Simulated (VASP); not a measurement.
# O (R-3m) in VASP: further runs, part 2 of 2

VASP 6.6.1. Earlier steps stand in the parts before.

## Step 4: Single point, PBE+D3(BJ), collinear spin, ferromagnetic start (19.66 Å³/atom)

This run uses another cell than the first one, of 19.66 Å³/atom.

The input, INCAR:

```
SYSTEM = O
ALGO = Normal
EDIFF = 1E-6
ENCUT = 520
GGA = PE
ISIF = 2
ISMEAR = 0
ISPIN = 2
IVDW = 12
LASPH = .True.
LCHARG = .False.
LORBIT = 11
LREAL = .False.
LWAVE = .False.
MAGMOM = 0.61 0.61
NBANDS = 17
NELM = 150
PREC = Accurate
SIGMA = 0.02
```

The input, KPOINTS:

```
k-points
0
Gamma
  9 9 9
  0 0 0
```

The input, POSCAR:

```
O
1.0
    1.7260036404      0.9965086664      3.8101026333
   -1.7260036404      0.9965086664      3.8101026333
    0.0000000000     -1.9930173328      3.8101026333
O
2
Direct
    0.9467013023      0.9467013023      0.9467013023
    0.0532986977      0.0532986977      0.0532986977
```

Potentials or basis: VASP PAW PBE potentials, release 64 (O).

Command:

```sh
> cat potpaw_PBE.64/O/POTCAR > POTCAR
> mpirun -np 1 vasp_std > vasp.out
```

OUTCAR:

```text
SYSTEM = O
   EDIFF = 1E-6
   ENCUT = 520
   GGA = PE
   ISIF = 2
   ISMEAR = 0
   ISPIN = 2
   IVDW = 12
   LASPH = .True.
   LORBIT = 11
   LREAL = .False.
   NELM = 150
   PREC = Accurate
 IVDW          = 12

 ion  position               nearest neighbor table
   1  0.947  0.947  0.947-   2 1.22
   2  0.053  0.053  0.053-   1 1.22

  LATTYP: Found a trigonal (rhomboedric) cell.
 ALAT       =     4.2998837386
 COS(alpha) =     0.6777447628

  Lattice vectors:

 A1 = (   1.7260036404,   0.9965086664,   3.8101026333)
 A2 = (  -1.7260036404,   0.9965086664,   3.8101026333)
 A3 = (   0.0000000000,  -1.9930173328,   3.8101026333)

Analysis of symmetry for initial positions (statically):
=====================================================================
 Subroutine PRICEL returns:
 Original cell was already a primitive cell.

 Routine SETGRP: Setting up the symmetry group for a
 trigonal (rhombohedral) supercell.

 Subroutine GETGRP returns: Found 12 space group operations
 (whereof 12 operations were pure point group operations)
 out of a pool of 12 trial point group operations.

The static configuration has the point symmetry D_3d.

Analysis of symmetry for dynamics (positions and initial velocities):
=====================================================================
 Subroutine PRICEL returns:
 Original cell was already a primitive cell.

 Routine SETGRP: Setting up the symmetry group for a
 trigonal (rhombohedral) supercell.

 Subroutine GETGRP returns: Found 12 space group operations
 (whereof 12 operations were pure point group operations)
 out of a pool of 12 trial point group operations.

The dynamic configuration has the point symmetry D_3d.

Analysis of structural, dynamic, and magnetic symmetry:
=====================================================================
 Subroutine PRICEL returns:
 Original cell was already a primitive cell.

 Routine SETGRP: Setting up the symmetry group for a
 trigonal (rhombohedral) supercell.

[... 147 lines left out ...]
  ---------------------------------------------------
  free energy    TOTEN  =        -9.87806200 eV

  energy without entropy =       -9.87806200  energy(sigma->0) =       -9.87806200

 E-fermi :  -2.8307     XC(G=0):  -6.8558

 val. band max:       -2.9198520822   @ k =   0.4444   0.4444   0.3333
 cond. band min:      -1.4432691129   @ k =   0.4444   0.4444   0.0000
 fundamental gap:      1.4765829693
 Fermi energy:        -2.8307412589

 spin component 1

 k-point     1 :       0.0000    0.0000    0.0000
  band No.  band energies     occupation
      1     -29.2403      1.00000
      2     -16.8134      1.00000
      3     -10.2790      1.00000
      4      -9.4761      1.00000
      5      -9.4761      1.00000
      6      -3.0384      1.00000
[... 459 lines left out ...]
      6      -3.6127      1.00000
[... 9 lines left out ...]
     16      20.7521      0.00000
     17      22.4835      0.00000

 [... further k-points ...]

 spin component 2

 k-point     1 :       0.0000    0.0000    0.0000
  band No.  band energies     occupation
      1     -28.0392      1.00000
      2     -14.9934      1.00000
      3      -9.4360      1.00000
      4      -7.5356      1.00000
      5      -7.5356      1.00000
      6      -0.6576      0.00000
[... 459 lines left out ...]
      6      -1.4433      0.00000
[... 9 lines left out ...]
     16      21.0292      0.00000
     17      22.5709      0.00000

 [... further k-points ...]

------------------------ aborting loop because EDIFF is reached ----------------------------------------

 Edisp (eV)   -0.07819

 E8    (eV) :    -0.0183

  FORCE on cell =-STRESS in cart. coord.  units (eV):
  Direction    XX          YY          ZZ          XY          YZ          ZX
  --------------------------------------------------------------------------------------
  -------------------------------------------------------------------------------------
  Total      -0.00415    -0.00415     1.35885     0.00000    -0.00000     0.00000
  in kB      -0.16892    -0.16892    55.36977     0.00000    -0.00000     0.00000
  external pressure =       18.34 kB  Pullay stress =        0.00 kB

 VOLUME and BASIS-vectors are now :
 -----------------------------------------------------------------------------
  energy-cutoff  :      520.00
  volume of cell :       39.32
      direct lattice vectors                 reciprocal lattice vectors
     1.726003640  0.996508666  3.810102633     0.289686527  0.167250594  0.087486707
    -1.726003640  0.996508666  3.810102633    -0.289686527  0.167250594  0.087486707
     0.000000000 -1.993017333  3.810102633     0.000000000 -0.334501189  0.087486707

 POSITION                                       TOTAL-FORCE (eV/Angst)
 -----------------------------------------------------------------------------------
      0.00000      0.00000     10.82109         0.000000     -0.000000     -1.146984
      0.00000      0.00000      0.60922         0.000000      0.000000      1.146984
 -----------------------------------------------------------------------------------
    total drift:                               -0.000000     -0.000000      0.000000

  FREE ENERGIE OF THE ION-ELECTRON SYSTEM (eV)
  ---------------------------------------------------
  free  energy   TOTEN  =        -9.9562519372 eV

  energy  without entropy=       -9.9562519372  energy(sigma->0) =       -9.95625194

 total charge

# of ion       s       p       d       tot
------------------------------------------
    1        1.612   3.299   0.000   4.911
    2        1.612   3.299   0.000   4.911
--------------------------------------------------
tot          3.225   6.597   0.000   9.822

 magnetization (x)

# of ion       s       p       d       tot
------------------------------------------
    1        0.011   0.799   0.000   0.810
    2        0.011   0.799   0.000   0.810
--------------------------------------------------
tot          0.021   1.598   0.000   1.619
```

Wall time 1.9 min (1 thread of Oxide Virtual Turin-like, shared host); peak memory 0.21 GiB.

What came out:

| Property | Result |
| --- | --- |
| Free energy | -9.9563 eV |
| Pressure | 1.8 GPa |
| Largest force | 1.147 eV/Å |
| Band gap on the k mesh | 1.48 eV (least direct gap 1.52 eV) |
| Net moment | 2.00 μB per cell |
| Site moments | O +0.81 μB |
| Valence electrons inside the program's atomic spheres | O 4.91 |
| Dispersion energy per atom | -0.039 eV |

Forces on the atoms (eV/Å):
```
O    0.000  0.000 -1.147
O    0.000  0.000  1.147
```

Stress tensor (GPa, compression positive):
```
-0.02  0.00  0.00
 0.00 -0.02  0.00
 0.00  0.00  5.54
```

Caveat: the standard files for N, O and F lose accuracy on very short bonds; the stress differs along the axes, from -0 to 6 GPa; forces of over 1 eV/Å act on the atoms, so gaps and moduli don't describe the material at rest. A k mesh can miss the band edges.

## Step 5: Single point, PBE+D3(BJ), collinear spin, ferromagnetic start (20.29 Å³/atom)

This run uses another cell than the first one, of 20.29 Å³/atom.

The input, INCAR:

```
SYSTEM = O
  PREC = Accurate
  ENCUT = 520
  EDIFF = 1E-6
  ISMEAR = 0
  SIGMA = 0.02
  LREAL = .FALSE.
  LASPH = .TRUE.
  NELM = 150
  ALGO = Normal
  ISIF = 2
  LWAVE = .FALSE.
  LCHARG = .TRUE.
  ISPIN = 2
  MAGMOM = 0.61 0.61
  LORBIT = 11
  GGA = PE
  IVDW = 12
  LELF = .TRUE.
  LVHAR = .TRUE.
  NBANDS = 17
```

The input, KPOINTS:

```
Automatic mesh
0
G
  9 9 9
  0 0 0
```

The input, POSCAR:

```
O
1.0
    1.7451315202      1.0075521529      3.8459855168
   -1.7451315202      1.0075521529      3.8459855168
    0.0000000000     -2.0151043059      3.8459855168
O
2
Direct
    0.9471955778      0.9471955778      0.9471955778
    0.0528044222      0.0528044222      0.0528044222
```

Command:

```sh
> cat potpaw_PBE.64/O/POTCAR > POTCAR
> mpirun -np 1 vasp_std > vasp.out
```

Run time: 98 s. Hardware: 1 thread of Oxide Virtual Turin-like, shared host; peak memory 0.21 GiB.

It converged, with:

```yaml
Free_energy: -9.9576 eV
Pressure: 1.7 GPa
Largest_force: 1.147 eV/Å
Band_gap_on_the_k_mesh: 1.53 eV (least direct gap 1.57 eV)
Net_moment: 2.00 μB per cell
Site_moments: O +0.81 μB
Valence_electrons_inside_the_program's_atomic_spheres: O 4.91
Dispersion_energy_per_atom: -0.037 eV
```

Forces in eV/Å, atoms in the order of the input:
```
O    0.000  0.000 -1.147
O    0.000  0.000  1.147
```

Stress tensor (GPa, compression positive):
```
-0.13  0.00  0.00
 0.00 -0.13  0.00
 0.00  0.00  5.24
```

Levels at points of the mesh, in eV from the valence-band top:
Spin up:
| k point | band 5 | band 6 | band 7 | band 8 | band 9 | band 10 |
| --- | --- | --- | --- | --- | --- | --- |
| (0.00, 0.00, 0.00) | -6.56 | -0.11 | -0.11 | 6.47 | 10.71 | 13.33 |
Spin down:
```csv
k point,band 3,band 4,band 5,band 6,band 7,band 8
"(0.00, 0.00, 0.00)",-6.46,-4.62,-4.62,2.27,2.27,6.85
```

Caveat: the standard files for N, O and F lose accuracy on very short bonds; the stress differs along the axes, from -0 to 5 GPa; forces of over 1 eV/Å act on the atoms, so gaps and moduli don't describe the material at rest.

## Step 6: Overview

| cell | gap on the mesh (eV) | pressure (GPa) | moment (μB) | largest force (eV/Å) |
| --- | --- | --- | --- | --- |
| a = 4.230 Å, angles 46.8°, 2 atoms, atomic positions A | 1.36 | 2.3 | 2.00 | 1.16 |
| a = 4.267 Å, angles 47.1°, 2 atoms, atomic positions B | 1.42 | 2.0 | 2.00 | 1.15 |
| a = 4.300 Å, angles 47.3°, 2 atoms, atomic positions C | 1.48 | 1.8 | 2.00 | 1.15 |
| a = 4.342 Å, angles 47.4°, 2 atoms, atomic positions D | 1.53 | 1.7 | 2.00 | 1.15 |

Alike in all rows: task single point; level PBE+D3(BJ); potentials or basis VASP PAW PBE potentials, release 64 (O); spin collinear, ferromagnetic start; k mesh 9 × 9 × 9; cutoff (eV) 520; smearing gaussian 0.02 eV.

Caveats: the standard files for N, O and F lose accuracy on very short bonds; forces of over 1 eV/Å act on the atoms, so gaps and moduli don't describe the material at rest; the stress differs along the axes, from 0 to 6 GPa (at least some runs); the stress differs along the axes, from -0 to 6 GPa (at least some runs); the stress differs along the axes, from -0 to 5 GPa (at least some runs).

Total energies depend on the potentials used, so only differences within one code and one set of settings carry meaning.
